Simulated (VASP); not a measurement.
Input of a VASP 6.6.1 run:

The input INCAR:

```
PREC = Accurate
ENCUT = 520
EDIFF = 1E-6
ISMEAR = 0
SIGMA = 0.01
LREAL = False
LASPH = True
NELM = 150
ALGO = Normal
ISIF = 2
LWAVE = False
LCHARG = False
LNONCOLLINEAR = True
MAGMOM = 0 0 0 0 0 0
LORBIT = 11
LSORBIT = True
GGA_COMPAT = False
LORBMOM = True
NBANDS = 26
```

Contents of KPOINTS:

```
regular mesh
0
Gamma
  6 6 6
```

File POSCAR:

```
NaI
1.0
    0.0000000000      3.1310871851      3.1310871851
    3.1310871851      0.0000000000      3.1310871851
    3.1310871851      3.1310871851      0.0000000000
Na I
1 1
Direct
    0.0000000000      0.0000000000      0.0000000000
    0.5000000000      0.5000000000      0.5000000000
```

Potentials or basis: VASP PAW LDA potentials, release 64 (Na_pv, I).

The run is started by

```sh
$ cat potpaw_LDA.64/Na_pv/POTCAR potpaw_LDA.64/I/POTCAR > POTCAR
$ mpirun -np 1 vasp_ncl > vasp.out
```

Question: Estimate the pressure.

Answer: 0.1 GPa.

Question: Predict the net moment.

Answer: 0.00 μB per cell.

Moments on the atoms (μB; x, y, z):
```
Na  0.00 0.00 0.00
I   0.00 0.00 0.00
```
